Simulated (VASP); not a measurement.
# Te2Mo in VASP: single point with PBE+D3(BJ)

Aim: the single point of Te2Mo with PBE+D3(BJ).

Everything below comes from runs of VASP 6.6.1. Logs are shortened: lines on timing, memory, paths and dates and some standing lists are left out, and cuts for length are marked.

**1. The cell of the first run**

The cell holds a slab with vacuum, 6 atoms: a = 3.625 Å, b = 6.778 Å, c = 34.218 Å, α = 90.00°, β = 90.00°, γ = 90.00°.

**2. Single point, PBE+D3(BJ) (biaxial strain +0.070, then relaxed in part)**

File INCAR:

```
SYSTEM = Te2Mo
PREC = Accurate
ENCUT = 520
EDIFF = 1E-7
ISMEAR = 0
SIGMA = 0.1
LREAL = .False.
LASPH = .True.
NELM = 100
ALGO = Normal
ISIF = 2
LWAVE = .False.
LCHARG = .False.
LDIPOL = .True.
IDIPOL = 3
DIPOL = 0.5 0.5 0.500
GGA = PE
IVDW = 12
NBANDS = 35
```

File KPOINTS:

```
regular mesh
0
Gamma
  10 6 1
  0 0 0
```

File POSCAR:

```
Te2Mo
1.0
    3.6253260664      0.0000000000      0.0000000000
    0.0000000000      6.7779040682      0.0000000000
    0.0000000000      0.0000000000     34.2184459082
Te Mo
4 2
Direct
    0.2500000000      0.5014928370      0.4418973802
    0.7500000000      0.9969185374      0.4598537625
    0.2500000000      0.8493730686      0.5401462375
    0.7500000000      0.3447987690      0.5581026198
    0.7500000000      0.6045107106      0.4973836961
    0.2500000000      0.2417808954      0.5026163039
```

Potentials or basis: VASP PAW PBE potentials, release 64 (Te, Mo_sv).

Launch:

```
$ cat potpaw_PBE.64/Te/POTCAR potpaw_PBE.64/Mo_sv/POTCAR > POTCAR
$ mpirun -np 1 vasp_std > vasp.out
```

OUTCAR:

```text
SYSTEM = Te2Mo
   PREC = Accurate
   ENCUT = 520
   EDIFF = 1E-7
   ISMEAR = 0
   LREAL = .False.
   LASPH = .True.
   NELM = 100
   ISIF = 2
   GGA = PE
   IVDW = 12
 IVDW          = 12

 ion  position               nearest neighbor table
   1  0.250  0.501  0.442-   5 2.72   5 2.72   6 2.72
   2  0.750  0.997  0.460-   6 2.86   6 2.86   5 2.95   3 3.44   3 3.44
   3  0.250  0.849  0.540-   5 2.86   5 2.86   6 2.95   2 3.44   2 3.44
   4  0.750  0.345  0.558-   6 2.72   6 2.72   5 2.72
   5  0.750  0.605  0.497-   1 2.72   1 2.72   4 2.72   3 2.86   3 2.86   2 2.95   6 3.06   6 3.06

   6  0.250  0.242  0.503-   4 2.72   4 2.72   1 2.72   2 2.86   2 2.86   3 2.95   5 3.06   5 3.06

  LATTYP: Found a simple orthorhombic cell.
 ALAT       =     3.6253260664
 B/A-ratio  =     1.8695984703
 C/A-ratio  =     9.4387222781

  Lattice vectors:

 A1 = (   3.6253260664,   0.0000000000,   0.0000000000)
 A2 = (   0.0000000000,   6.7779040682,   0.0000000000)
 A3 = (   0.0000000000,   0.0000000000,  34.2184459082)

Analysis of symmetry for initial positions (statically):
=====================================================================
 Subroutine PRICEL returns:
 Original cell was already a primitive cell.

 Routine SETGRP: Setting up the symmetry group for a
 simple orthorhombic supercell.

 Subroutine GETGRP returns: Found  4 space group operations
 (whereof  1 operations were pure point group operations)
 out of a pool of  8 trial point group operations.

The static configuration has the point symmetry C_1 .
 The point group associated with its full space group is C_2h.

Analysis of symmetry for dynamics (positions and initial velocities):
=====================================================================
 Subroutine PRICEL returns:
 Original cell was already a primitive cell.

 Routine SETGRP: Setting up the symmetry group for a
 simple orthorhombic supercell.

 Subroutine GETGRP returns: Found  4 space group operations
 (whereof  1 operations were pure point group operations)
 out of a pool of  8 trial point group operations.

The dynamic configuration has the point symmetry C_1 .
 The point group associated with its full space group is C_2h.

 Subroutine INISYM returns: Found  4 space group operations
 (whereof  1 operations are pure point group operations),
 and found     1 'primitive' translations

----------------------------------------------------------------------------------------

                                     Primitive cell

  volume of cell :     840.8195

  direct lattice vectors                    reciprocal lattice vectors
     3.625326066  0.000000000  0.000000000     0.275837258  0.000000000  0.000000000
     0.000000000  6.777904068  0.000000000     0.000000000  0.147538235  0.000000000
     0.000000000  0.000000000 34.218445908     0.000000000  0.000000000  0.029224004

  length of vectors
     3.625326066  6.777904068 34.218445908     0.275837258  0.147538235  0.029224004

  position of ions in fractional coordinates (direct lattice)
     0.250000000  0.501492837  0.441897380
     0.750000000  0.996918537  0.459853763
     0.250000000  0.849373069  0.540146237
     0.750000000  0.344798769  0.558102620
     0.750000000  0.604510711  0.497383696
     0.250000000  0.241780895  0.502616304

  ion indices of the primitive-cell ions
   primitive index   ion index
                 1           1
                 2           2
                 3           3
                 4           4
                 5           5
                 6           6

----------------------------------------------------------------------------------------

 KPOINTS: regular mesh

Automatic generation of k-mesh.
 Grid dimensions read from file:
 generate k-points for:   10    6    1

 Generating k-lattice:

  Cartesian coordinates                     Fractional coordinates (reciprocal lattice)
     0.027583726  0.000000000  0.000000000     0.100000000  0.000000000  0.000000000
     0.000000000  0.024589706  0.000000000     0.000000000  0.166666667  0.000000000
     0.000000000  0.000000000  0.029224004     0.000000000  0.000000000  1.000000000

  Length of vectors
     0.027583726  0.024589706  0.029224004

  Shift w.r.t. Gamma in fractional coordinates (k-lattice)
     0.000000000  0.000000000  0.000000000

 Subroutine IBZKPT returns following result:
 ===========================================

 Found     24 irreducible k-points:

 Following reciprocal coordinates:
            Coordinates               Weight
  0.000000  0.000000  0.000000      1.000000
  0.100000  0.000000  0.000000      2.000000
  0.200000  0.000000  0.000000      2.000000
  0.300000  0.000000  0.000000      2.000000
  0.400000  0.000000  0.000000      2.000000
  0.500000  0.000000  0.000000      1.000000
[... 16 lines left out ...]
  0.400000  0.500000  0.000000      2.000000
  0.500000  0.500000  0.000000      1.000000
   k-points           NKPTS =     24   k-points in BZ     NKDIM =     24   number of bands    NBANDS=     35
   number of dos      NEDOS =    301   number of ions     NIONS =      6
   total plane-waves  NPLWV = 358400
   dimension x,y,z NGX =    28 NGY =   50 NGZ =  256
   dimension x,y,z NGXF=    56 NGYF=  100 NGZF=  512
   ions per type =               4   2
   NGX,Y,Z   is equivalent  to a cutoff of  12.84, 12.26, 12.44 a.u.
   NGXF,Y,Z  is equivalent  to a cutoff of  25.68, 24.53, 24.87 a.u.
 SYSTEM =  Te2Mo
   PREC   = accura    normal or accurate (medium, high low for compatibility)
   ISTART =      0    job   : 0-new  1-cont  2-samecut
   ICHARG =      2    charge: 1-file 2-atom 10-const
   ISPIN  =      1    spin polarized calculation?
   LNONCOLLINEAR =      F non collinear calculations
   LSORBIT =      F    spin-orbit coupling
   LASPH  =      T    aspherical Exc in radial PAW
   ENCUT  =  520.0 eV  38.22 Ry    6.18 a.u.   6.74 12.60 63.62*2*pi/ulx,y,z
   NELM   =    100;   NELMIN=  2; NELMDL= -5     # of ELM steps
   EDIFF  = 0.1E-06   stopping-criterion for ELM
   LREAL  =      F    real-space projection
   EDIFFG = 0.1E-05   stopping-criterion for IOM
   NSW    =      0    number of steps for IOM
   IBRION =     -1    ionic relax: 0-MD 1-quasi-New 2-CG
   NFREE  =      0    steps in history (QN), initial steepest desc. (CG)
   ISIF   =      2    stress and relaxation
   ISYM   =      2    0-nonsym 1-usesym 2-fastsym
   POTIM  = 0.5000    time-step for ionic-motion
   TEBEG  =    0.0;   TEEND  =   0.0 temperature during run
   PSTRESS=    0.0 pullay stress
   NELECT =      52.0000    total number of electrons
   NUPDOWN=      -1.0000    fix difference up-down
   EMIN   =  10.00;   EMAX   =-10.00  energy-range for DOS
   EFERMI =   0.00;   METHOD = LEGACY
   ISMEAR =     0;   SIGMA  =   0.10  broadening in eV -4-tet -1-fermi 0-gaus
   EFERMI_NEDOS =   21; number of points for ismear=-14 and -15
   IALGO  =     38    algorithm
   IMIX   =      4    mixing-type and parameters
     AMIX     =   0.40;   BMIX     =  1.00
     AMIX_MAG =   1.60;   BMIX_MAG =  1.00
  volume/ion in A,a.u.               =     140.14       945.69
  Fermi-wavevector in a.u.,A,eV,Ry     =   0.647403  1.223415  5.702627  0.419131
  Thomas-Fermi vector in A             =   1.715700
   LORBIT       =      0    0 simple, 1 ext, 2 COOP (PROOUT), +10 PAW based schemes
   GGA     = PE    functional components
   LHFCALC =     F    Hartree Fock is set to
   AEXX    =    0.0000 exact exchange contribution
   IVDW    =    12    specifies the selected vdW correction
   LEPSILON=     F    determine dielectric tensor
   LRPA    =     F    only Hartree local field effects (RPA)
 non-spin polarized calculation
 Gauss-broadening in eV      SIGMA  =   0.10
  energy-cutoff  :      520.00
  volume of cell :      840.82
 maximum number of plane-waves:     22730
 NGX is ok and might be reduce to    28
   NGX = 13   NGY = 25   NGZ =127

 number of electron      51.9999993 magnetization

 dipolmoment           0.000000      0.000000     -0.000000 electrons x Angstroem

 Free energy of the ion-electron system (eV)
  ---------------------------------------------------
  ext. energy  EPLUGINS =         0.00000000
  ---------------------------------------------------
  free energy    TOTEN  =       -35.53363787 eV

  energy without entropy =      -35.52183291  energy(sigma->0) =      -35.52773539

 E-fermi :  -2.4131     XC(G=0):  -2.2957

 val. band max:       -2.4491908238   @ k =   0.0000   0.0000   0.0000
 cond. band min:      -2.3990055853   @ k =   0.1000   0.0000   0.0000
 fundamental gap:      0.0501852386
 Fermi energy:        -2.4131384655

 k-point     1 :       0.0000    0.0000    0.0000
  band No.  band energies     occupation
      1     -63.4795      2.00000
      2     -63.4503      2.00000
      3     -37.6974      2.00000
      4     -37.6726      2.00000
      5     -37.5933      2.00000
      6     -37.5790      2.00000
[... 27 lines left out ...]
     34       0.8898      0.00000
     35       1.5649      0.00000

 k-point     2 :       0.1000    0.0000    0.0000
  band No.  band energies     occupation
      1     -63.4784      2.00000
      2     -63.4507      2.00000
      3     -37.6979      2.00000
      4     -37.6803      2.00000
      5     -37.5910      2.00000
      6     -37.5830      2.00000
[... 27 lines left out ...]
     34       0.5683      0.00000
     35       1.7767      0.00000

 k-point     3 :       0.2000    0.0000    0.0000
  band No.  band energies     occupation
      1     -63.4756      2.00000
      2     -63.4520      2.00000
      3     -37.7020      2.00000
      4     -37.6987      2.00000
      5     -37.5907      2.00000
      6     -37.5864      2.00000
[... 27 lines left out ...]
     34       0.5460      0.00000
     35       2.1471      0.00000
[... 723 lines left out ...]
 k-point    23 :       0.4000    0.5000    0.0000
  band No.  band energies     occupation
      1     -63.4665      2.00000
      2     -63.4575      2.00000
      3     -37.7341      2.00000
      4     -37.7280      2.00000
      5     -37.5887      2.00000
      6     -37.5816      2.00000
[... 27 lines left out ...]
     34       0.5144      0.00000
     35       1.7297      0.00000

 k-point    24 :       0.5000    0.5000    0.0000
  band No.  band energies     occupation
      1     -63.4617      2.00000
      2     -63.4617      2.00000
      3     -37.7369      2.00000
      4     -37.7369      2.00000
      5     -37.5840      2.00000
      6     -37.5840      2.00000
[... 27 lines left out ...]
     34       0.7447      0.00000
     35       1.7379      0.00000

------------------------ aborting loop because EDIFF is reached ----------------------------------------

 vacuum level on the upper side and lower side of the slab       (xc-potential included)        -0.052        -0.052

 Edisp (eV)   -2.12929

 E8    (eV) :    -1.0419

  FORCE on cell =-STRESS in cart. coord.  units (eV):
  Direction    XX          YY          ZZ          XY          YZ          ZX
  --------------------------------------------------------------------------------------
  -------------------------------------------------------------------------------------
  Total      -7.47192   -10.47964     0.02368     0.00000     0.01939     0.00000
  in kB     -14.23770   -19.96890     0.04513     0.00000     0.03694     0.00000
  external pressure =      -11.39 kB  Pullay stress =        0.00 kB

 VOLUME and BASIS-vectors are now :
 -----------------------------------------------------------------------------
  energy-cutoff  :      520.00
  volume of cell :      840.82
      direct lattice vectors                 reciprocal lattice vectors
     3.625326066  0.000000000  0.000000000     0.275837258  0.000000000  0.000000000
     0.000000000  6.777904068  0.000000000     0.000000000  0.147538235  0.000000000
     0.000000000  0.000000000 34.218445908     0.000000000  0.000000000  0.029224004

 POSITION                                       TOTAL-FORCE (eV/Angst)
 -----------------------------------------------------------------------------------
      0.90633      3.39907     15.12104         0.000000     -0.003481     -0.008733
      2.71899      6.75702     15.73548        -0.000000     -0.002261     -0.005363
      0.90633      5.75697     18.48296         0.000000      0.002261      0.005363
      2.71899      2.33701     19.09740        -0.000000      0.003481      0.008733
      2.71899      4.09732     17.01970        -0.000000      0.003409      0.012708
      0.90633      1.63877     17.19875        -0.000000     -0.003409     -0.012708
 -----------------------------------------------------------------------------------
    total drift:                                0.000000      0.000051     -0.000001

  FREE ENERGIE OF THE ION-ELECTRON SYSTEM (eV)
  ---------------------------------------------------
  free  energy   TOTEN  =       -37.6629310883 eV

  energy  without entropy=      -37.6511261275  energy(sigma->0) =      -37.65702861

 vacuum level on the upper side and lower side of the slab         2.273         2.273
```

Wall time 24 min (1 thread of Intel Xeon Platinum 8488C (Sapphire Rapids), shared host); peak memory 1.1 GiB.

What came out:

| Item | Value |
| --- | --- |
| Free energy | -37.6629 eV |
| Largest force | 0.013 eV/Å |
| Band gap on the k mesh | zero (bands 26 and 27 overlap by 0.01 eV) |
| Dispersion energy per atom | -0.355 eV |

Forces in eV/Å, atoms in the order of the input:
```
Te   0.000 -0.003 -0.009
Te   0.000 -0.002 -0.005
Te   0.000  0.002  0.005
Te   0.000  0.003  0.009
Mo   0.000  0.003  0.013
Mo   0.000 -0.003 -0.013
```

Levels at points of the mesh, in eV from the Fermi level:
```csv
k point,band 24,band 25,band 26,band 27,band 28,band 29
"(0.00, 0.00, 0.00)",-0.59,-0.07,-0.04,0.39,0.52,1.47
"(0.50, 0.00, 0.00)",-1.43,-1.15,-1.15,0.94,0.94,1.35
"(0.00, 0.50, 0.00)",-0.88,-0.66,-0.37,-0.04,0.73,1.40
"(0.50, 0.50, 0.00)",-1.79,-0.69,-0.69,0.88,0.88,1.89
```

Caveat: the cell differs from its parent crystal (biaxial strain +0.070, then relaxed in part); spin-orbit coupling is left out, which moves the levels of the heavy elements.
